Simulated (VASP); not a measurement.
# Al (P6_3/mmc) in VASP: notebook, part 3 of 3

VASP 6.6.1.

## (5) Single point, PBEsol+D3(BJ)

This run uses another cell than the first one, of 16.67 Å³/atom, 1.046 times its volume.

Contents of INCAR:

```
SYSTEM = Al
ALGO     = Normal         ! electronic algorithm
EDIFF    = 1E-6           ! SCF threshold, eV
ENCUT    = 520            ! plane-wave cutoff, eV
GGA      = PS             ! functional
ISIF     = 2              ! what is computed and relaxed
ISMEAR   = -1             ! smearing method
IVDW     = 12             ! dispersion correction
LASPH    = .True.         ! aspherical terms in the spheres
LCHARG   = .False.        ! write CHGCAR
LREAL    = .False.        ! projectors in reciprocal space
LWAVE    = .False.        ! write WAVECAR
NBANDS   = 10             ! bands
NELM     = 60             ! most SCF steps
PREC     = Accurate       ! precision mode
SIGMA    = 0.05           ! smearing width, eV
```

Contents of KPOINTS:

```
k-points
0
Gamma
  11 11 6
  0 0 0
```

Contents of POSCAR:

```
Al
1.0
    2.8124553515      0.0000000000      0.0000000000
   -1.4062276757      2.4356577814      0.0000000000
    0.0000000000      0.0000000000      4.8668500000
Al
2
Direct
    0.3333333333      0.6666666667      0.2500000000
    0.6666666667      0.3333333333      0.7500000000
```

Potentials or basis: VASP PAW PBE potentials, release 64 (Al).

The run is started by

```sh
$ cat potpaw_PBE.64/Al/POTCAR > POTCAR
$ mpirun -np 1 vasp_std > vasp.out
```

OUTCAR:

```text
SYSTEM = Al
   EDIFF = 1E-6
   ENCUT = 520
   GGA = PS
   ISIF = 2
   ISMEAR = -1
   IVDW = 12
   LASPH = .True.
   LREAL = .False.
   NELM = 60
   PREC = Accurate
 IVDW          = 12

 ion  position               nearest neighbor table
   1  0.333  0.667  0.250-   2 2.93   2 2.93   2 2.93   2 2.93   2 2.93   2 2.93
   2  0.667  0.333  0.750-   1 2.93   1 2.93   1 2.93   1 2.93   1 2.93   1 2.93

  LATTYP: Found a hexagonal cell.
 ALAT       =     2.8124553515
 C/A-ratio  =     1.7304630267

  Lattice vectors:

 A1 = (   2.8124553515,   0.0000000000,   0.0000000000)
 A2 = (  -1.4062276757,   2.4356577814,   0.0000000000)
 A3 = (   0.0000000000,   0.0000000000,   4.8668500000)

Analysis of symmetry for initial positions (statically):
=====================================================================
 Subroutine PRICEL returns:
 Original cell was already a primitive cell.

 Routine SETGRP: Setting up the symmetry group for a
 hexagonal supercell.

 Subroutine GETGRP returns: Found 24 space group operations
 (whereof 12 operations were pure point group operations)
 out of a pool of 24 trial point group operations.

The static configuration has the point symmetry D_3d.
 The point group associated with its full space group is D_6h.

Analysis of symmetry for dynamics (positions and initial velocities):
=====================================================================
 Subroutine PRICEL returns:
 Original cell was already a primitive cell.

 Routine SETGRP: Setting up the symmetry group for a
 hexagonal supercell.

 Subroutine GETGRP returns: Found 24 space group operations
 (whereof 12 operations were pure point group operations)
 out of a pool of 24 trial point group operations.

The dynamic configuration has the point symmetry D_3d.
 The point group associated with its full space group is D_6h.

 Subroutine INISYM returns: Found 24 space group operations
 (whereof 12 operations are pure point group operations),
 and found     1 'primitive' translations

----------------------------------------------------------------------------------------

                                     Primitive cell

  volume of cell :      33.3388

  direct lattice vectors                    reciprocal lattice vectors
     2.812455352  0.000000000  0.000000000     0.355561200  0.205283355  0.000000000
    -1.406227676  2.435657781  0.000000000     0.000000000  0.410566709  0.000000000
     0.000000000  0.000000000  4.866850000     0.000000000  0.000000000  0.205471712

  length of vectors
     2.812455352  2.812455351  4.866850000     0.410566709  0.410566709  0.205471712

  position of ions in fractional coordinates (direct lattice)
     0.333333333  0.666666667  0.250000000
     0.666666667  0.333333333  0.750000000

  ion indices of the primitive-cell ions
   primitive index   ion index
                 1           1
                 2           2

----------------------------------------------------------------------------------------

 KPOINTS: k-points

Automatic generation of k-mesh.
 Grid dimensions read from file:
 generate k-points for:   11   11    6

 Generating k-lattice:

  Cartesian coordinates                     Fractional coordinates (reciprocal lattice)
     0.032323745  0.018662123  0.000000000     0.090909091  0.000000000  0.000000000
     0.000000000  0.037324246  0.000000000     0.000000000  0.090909091  0.000000000
     0.000000000  0.000000000  0.034245285     0.000000000  0.000000000  0.166666667

  Length of vectors
     0.037324246  0.037324246  0.034245285

  Shift w.r.t. Gamma in fractional coordinates (k-lattice)
     0.000000000  0.000000000  0.000000000

 Subroutine IBZKPT returns following result:
 ===========================================

 Found     64 irreducible k-points:

 Following reciprocal coordinates:
            Coordinates               Weight
  0.000000  0.000000  0.000000      1.000000
  0.090909 -0.000000  0.000000      6.000000
  0.181818 -0.000000  0.000000      6.000000
  0.272727  0.000000  0.000000      6.000000
  0.363636  0.000000  0.000000      6.000000
  0.454545 -0.000000  0.000000      6.000000
[... 16 lines left out ...]
  0.090909  0.090909  0.166667     12.000000
  0.181818  0.090909  0.166667     24.000000
 [... further k-points ...]
   k-points           NKPTS =     64   k-points in BZ     NKDIM =     64   number of bands    NBANDS=     10
   number of dos      NEDOS =    301   number of ions     NIONS =      2
   total plane-waves  NPLWV =  20736
   dimension x,y,z NGX =    24 NGY =   24 NGZ =   36
   dimension x,y,z NGXF=    48 NGYF=   48 NGZF=   72
   ions per type =               2
   NGX,Y,Z   is equivalent  to a cutoff of  14.19, 14.19, 12.30 a.u.
   NGXF,Y,Z  is equivalent  to a cutoff of  28.37, 28.37, 24.59 a.u.
 SYSTEM =  Al
   PREC   = accura    normal or accurate (medium, high low for compatibility)
   ISTART =      0    job   : 0-new  1-cont  2-samecut
   ICHARG =      2    charge: 1-file 2-atom 10-const
   ISPIN  =      1    spin polarized calculation?
   LNONCOLLINEAR =      F non collinear calculations
   LSORBIT =      F    spin-orbit coupling
   LASPH  =      T    aspherical Exc in radial PAW
   ENCUT  =  520.0 eV  38.22 Ry    6.18 a.u.   5.23  5.23  9.05*2*pi/ulx,y,z
   NELM   =     60;   NELMIN=  2; NELMDL= -5     # of ELM steps
   EDIFF  = 0.1E-05   stopping-criterion for ELM
   LREAL  =      F    real-space projection
   EDIFFG = 0.1E-04   stopping-criterion for IOM
   NSW    =      0    number of steps for IOM
   IBRION =     -1    ionic relax: 0-MD 1-quasi-New 2-CG
   NFREE  =      0    steps in history (QN), initial steepest desc. (CG)
   ISIF   =      2    stress and relaxation
   ISYM   =      2    0-nonsym 1-usesym 2-fastsym
   POTIM  = 0.5000    time-step for ionic-motion
   TEBEG  =    0.0;   TEEND  =   0.0 temperature during run
   PSTRESS=    0.0 pullay stress
   NELECT =       6.0000    total number of electrons
   NUPDOWN=      -1.0000    fix difference up-down
   EMIN   =  10.00;   EMAX   =-10.00  energy-range for DOS
[... 5 lines left out ...]
     AMIX     =   0.40;   BMIX     =  1.00
     AMIX_MAG =   1.60;   BMIX_MAG =  1.00
  volume/ion in A,a.u.               =      16.67       112.49
  Fermi-wavevector in a.u.,A,eV,Ry     =   0.924291  1.746656 11.623640  0.854313
  Thomas-Fermi vector in A             =   2.050021
   LORBIT       =      0    0 simple, 1 ext, 2 COOP (PROOUT), +10 PAW based schemes
   GGA     = PS    functional components
   LHFCALC =     F    Hartree Fock is set to
   AEXX    =    0.0000 exact exchange contribution
   IVDW    =    12    specifies the selected vdW correction
   LEPSILON=     F    determine dielectric tensor
   LRPA    =     F    only Hartree local field effects (RPA)
 non-spin polarized calculation
  energy-cutoff  :      520.00
  volume of cell :       33.34
 maximum number of plane-waves:       916
 NGX is ok and might be reduce to    24
   NGX = 11   NGY = 11   NGZ = 19

 number of electron       6.0000000 magnetization

 Free energy of the ion-electron system (eV)
  ---------------------------------------------------
  ext. energy  EPLUGINS =         0.00000000
  ---------------------------------------------------
  free energy    TOTEN  =        -8.12321697 eV

  energy without entropy =       -8.11868908  energy(sigma->0) =       -8.12095303

 E-fermi :   7.8608     XC(G=0): -10.2191

 val. band max:        7.7941475345   @ k =   0.2727   0.1818   0.3333
 cond. band min:       8.0036868949   @ k =   0.3636   0.0909   0.3333
 fundamental gap:      0.2095393604
 Fermi energy:         7.8608271974

 k-point     1 :       0.0000    0.0000    0.0000
  band No.  band energies     occupation
      1      -3.2207      2.00000
      2       2.7818      2.00000
      3       3.0109      2.00000
      4      18.9775      0.00000
      5      19.2591      0.00000
      6      19.2591      0.00000
      7      19.4774      0.00000
      8      19.4774      0.00000
      9      20.2047      0.00000
     10      22.5517      0.00000
[... 287 lines left out ...]
 k-point    24 :       0.1818    0.0909    0.1667
  band No.  band energies     occupation
      1      -1.6135      2.00000
      2       2.4429      2.00000
      3       6.3859      2.00000
      4      11.4051      0.00000
      5      13.3756      0.00000
      6      15.2518      0.00000
      7      17.0724      0.00000
      8      17.7221      0.00000
      9      19.0519      0.00000
     10      20.3511      0.00000

 [... further k-points ...]

------------------------ aborting loop because EDIFF is reached ----------------------------------------

 Edisp (eV)   -0.62827

 E8    (eV) :    -0.4231

  FORCE on cell =-STRESS in cart. coord.  units (eV):
  Direction    XX          YY          ZZ          XY          YZ          ZX
  --------------------------------------------------------------------------------------
  -------------------------------------------------------------------------------------
  Total      -0.58552    -0.58552    -1.55031    -0.00000     0.00000     0.00000
  in kB     -28.13861   -28.13861   -74.50395    -0.00000     0.00000     0.00000
  external pressure =      -43.59 kB  Pullay stress =        0.00 kB

 VOLUME and BASIS-vectors are now :
 -----------------------------------------------------------------------------
  energy-cutoff  :      520.00
  volume of cell :       33.34
      direct lattice vectors                 reciprocal lattice vectors
     2.812455352  0.000000000  0.000000000     0.355561200  0.205283355  0.000000000
    -1.406227676  2.435657781  0.000000000     0.000000000  0.410566709  0.000000000
     0.000000000  0.000000000  4.866850000     0.000000000  0.000000000  0.205471712

 POSITION                                       TOTAL-FORCE (eV/Angst)
 -----------------------------------------------------------------------------------
     -0.00000      1.62377      1.21671        -0.000000      0.000000      0.000000
      1.40623      0.81189      3.65014         0.000000     -0.000000     -0.000000
 -----------------------------------------------------------------------------------
    total drift:                                0.000000     -0.000000     -0.000000

  FREE ENERGIE OF THE ION-ELECTRON SYSTEM (eV)
  ---------------------------------------------------
  free  energy   TOTEN  =        -8.7514843605 eV

  energy  without entropy=       -8.7469564694  energy(sigma->0) =       -8.74922041
```

It took 5 s on 1 thread of Intel Xeon 6975P-C (Granite Rapids), shared host; peak memory 0.16 GiB.

What came out:

| Quantity | Value |
| --- | --- |
| Free energy | -8.7515 eV |
| Pressure | -4.4 GPa |
| Band gap on the k mesh | zero (band 3 reaches 11.30 eV, above the bottom of band 4 at 4.91 eV) |
| Dispersion energy per atom | -0.314 eV |

Levels at points of the mesh, in eV from the Fermi level:
```csv
k point,band 1,band 2,band 3,band 4,band 5,band 6,band 7
"(0.00, 0.00, 0.00)",-11.08,-5.08,-4.85,11.12,11.40,11.40,11.62
"(0.00, 0.00, 0.50)",-9.53,-9.53,2.36,2.36,12.43,12.43,12.43
```

Caveat: three body term missing; the PAW data sets were made with another functional, which shifts forces and pressure a little; pairwise dispersion overbinds metals, which lowers pressure and volume.

## (6) Relaxation of cell and atoms, PBEsol

This run uses another cell than the first one, of 16.67 Å³/atom, 1.046 times its volume.

Contents of INCAR:

```
SYSTEM = Al
PREC = Accurate
ENCUT = 600
EDIFF = 1E-6
ISMEAR = -1
SIGMA = 0.05
LREAL = .FALSE.
LASPH = .TRUE.
NELM = 60
ALGO = Normal
ISIF = 3
LWAVE = .FALSE.
LCHARG = .FALSE.
GGA = PS
IBRION = 2
NSW = 60
EDIFFG = -0.01
```

Contents of KPOINTS:

```
regular mesh
0
G
  11 11 6
  0 0 0
```

POSCAR is that of step 5.

Potentials or basis: VASP PAW PBE potentials, release 64 (Al).

The run is started by

```sh
$ cat potpaw_PBE.64/Al/POTCAR > POTCAR
$ mpirun -np 1 vasp_std > vasp.out
```

It took 18 s on 1 thread of Intel Xeon 6975P-C (Granite Rapids), shared host; peak memory 0.16 GiB.

It converged, with:

```
Free energy                            : -8.1458 eV
Relaxed volume                         : 16.34 Å³/atom
Relaxed cell                           : a = 2.836 Å, b = 2.836 Å, c = 4.690 Å, α = 90.00°, β = 90.00°, γ = 120.00°
Space group after relaxing (to 0.05 Å) : P6_3/mmc (No. 194)
Energy gained by relaxing              : 11.2 meV/atom
Ionic steps                            : 7
Pressure after relaxing                : -0.1 GPa
Band gap on the k mesh                 : zero (band 3 reaches 12.01 eV, above the bottom of band 4 at 4.99 eV)
```

The path:
| step | energy change (eV) | largest force (eV/Å) | pressure (GPa) | volume (Å³) |
| --- | --- | --- | --- | --- |
| 1 | 0.0000 | 0.0000 | -1.28 | 33.34 |
| 2 | -0.0158 | 0.0000 | -0.03 | 32.70 |
| 3 | -0.0092 | 0.0000 | 2.93 | 31.59 |
| 4 | -0.0207 | 0.0000 | 0.99 | 32.27 |
| 5 | -0.0220 | 0.0000 | -0.01 | 32.67 |
| 6 | -0.0223 | 0.0000 | 0.28 | 32.54 |
| 7 | -0.0225 | 0.0000 | -0.05 | 32.68 |

Final structure:
```
CELL_PARAMETERS angstrom
2.83647 0.00000 0.00000
-1.41824 2.45646 0.00000
0.00000 0.00000 4.68980
ATOMIC_POSITIONS crystal
Al 0.33333 0.66667 0.25000
Al 0.66667 0.33333 0.75000
```

Levels at points of the mesh, in eV from the Fermi level:
| k point | band 1 | band 2 | band 3 | band 4 | band 5 | band 6 | band 7 |
| --- | --- | --- | --- | --- | --- | --- | --- |
| (0.00, 0.00, 0.00) | -11.21 | -4.70 | -4.55 | 10.83 | 10.83 | 11.17 | 11.17 |
| (0.00, 0.00, 0.50) | -9.54 | -9.54 | 3.22 | 3.22 | 12.01 | 12.01 | 12.01 |

Caveat: the PAW data sets were made with another functional, which shifts forces and pressure a little.

## (7) The runs side by side

| task | level | cell | cutoff (eV) | gap on the mesh (eV) | pressure (GPa) |
| --- | --- | --- | --- | --- | --- |
| single point | PBEsol+D4 | a = 2.813, b = 2.813, c = 4.651 Å, angles 90.0, 90.0, 120.0°, 2 atoms | 520 | none | 0.1 |
| single point | PBEsol | a = 2.835, b = 2.835, c = 4.688 Å, angles 90.0, 90.0, 120.0°, 2 atoms | 520 | none | 0.0 |
| single point | PBEsol | a = 2.813, b = 2.813, c = 4.651 Å, angles 90.0, 90.0, 120.0°, 2 atoms | 520 | none | 2.1 |
| single point | PBEsol+D3(BJ) | a = 2.812, b = 2.812, c = 4.867 Å, angles 90.0, 90.0, 120.0°, 2 atoms | 520 | none | -4.4 |
| relaxation of cell and atoms | PBEsol | relaxed from a = 2.812, b = 2.812, c = 4.867 Å, angles 90.0, 90.0, 120.0°, 2 atoms | 600 | none | -0.1 |

Alike in all rows: potentials or basis VASP PAW PBE potentials, release 64 (Al); no spin polarisation; k mesh 11 × 11 × 6; smearing fermi-dirac 0.05 eV.

Caveats: the PAW data sets were made with another functional, which shifts forces and pressure a little; pairwise dispersion overbinds metals, which lowers pressure and volume (some runs); three body term missing (some runs).

Total energies depend on the potentials used, so only differences within one code and one set of settings carry meaning.
